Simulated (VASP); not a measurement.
Write the native input for VASP 6.6.1 that does the following.

```
Task                   : single point
Functional             : r2SCAN
Potentials or basis    : VASP PAW PBE potentials, release 64 (Ti_sv)
Cutoff                 : 520 eV
k mesh                 : 12 × 12 × 8
Occupations            : gaussian, width 0.15 eV
Spin                   : no spin polarisation
Dipole correction      : no
Further INCAR settings : ALGO = Normal; EDIFF = 1e-06; NBANDS = 19
```

Ti:

```
CELL_PARAMETERS angstrom
0.00000 -2.05515 -2.05515
0.00000 2.05515 -2.05515
4.11030 0.00000 0.00000
ATOMIC_POSITIONS crystal
Ti 0.51138 0.50167 0.49262
Ti 0.98862 0.99833 0.00738
```

This cell differs from its parent crystal: atoms moved at random.

The input as run:

POSCAR

```
Ti
1.0
    0.0000000000     -2.0551516152     -2.0551516152
    0.0000000000      2.0551516152     -2.0551516152
    4.1103032304      0.0000000000      0.0000000000
Ti
2
Direct
    0.5113807656      0.5016702511      0.4926210965
   -0.0113807656     -0.0016702511      0.0073789035
```

INCAR.step1

```
SYSTEM = Ti
PREC     = Accurate       ! precision mode
ENCUT    = 520            ! plane-wave cutoff, eV
ISMEAR   = 0              ! smearing method
SIGMA    = 0.15           ! smearing width, eV
LREAL    = .FALSE.        ! projectors in reciprocal space
LASPH    = .TRUE.         ! aspherical terms in the spheres
NELM     = 80             ! most SCF steps
NBANDS   = 19             ! bands
GGA      = PE             ! functional
ALGO     = Normal         ! electronic algorithm
EDIFF    = 1E-4           ! SCF threshold, eV
LWAVE    = .TRUE.         ! write WAVECAR
LCHARG   = .FALSE.        ! write CHGCAR
```

INCAR.step2

```
SYSTEM = Ti
PREC     = Accurate       ! precision mode
ENCUT    = 520            ! plane-wave cutoff, eV
EDIFF    = 1E-6           ! SCF threshold, eV
ISMEAR   = 0              ! smearing method
SIGMA    = 0.15           ! smearing width, eV
LREAL    = .FALSE.        ! projectors in reciprocal space
LASPH    = .TRUE.         ! aspherical terms in the spheres
NELM     = 80             ! most SCF steps
ALGO     = Normal         ! electronic algorithm
ISIF     = 2              ! what is computed and relaxed
LWAVE    = .FALSE.        ! write WAVECAR
LCHARG   = .FALSE.        ! write CHGCAR
METAGGA  = R2SCAN         ! meta-GGA
LMIXTAU  = .TRUE.       
NBANDS   = 19             ! bands
ISTART   = 1
```

KPOINTS

```
Automatic mesh
0
G
  12 12 8
  0 0 0
```

Potentials or basis: VASP PAW PBE potentials, release 64 (Ti_sv).

Launch:

```bash
$ cat potpaw_PBE.64/Ti_sv/POTCAR > POTCAR
$ cp INCAR.step1 INCAR
$ mpirun -np 1 vasp_std > vasp.out
$ cp INCAR.step2 INCAR
$ mpirun -np 1 vasp_std > vasp.out
```

It gave:

```
Pressure               : 0.6 GPa
Largest force          : 0.338 eV/Å
Band gap on the k mesh : zero (bands 12 and 13 overlap by 1.46 eV)
```

Caveat: the cell differs from its parent crystal (atoms moved at random); the PAW data sets were made with another functional, which shifts forces and pressure a little.

Wall time 20 min on 1 thread of Intel Xeon 8259CL (shared host), peak memory 0.41 GiB.
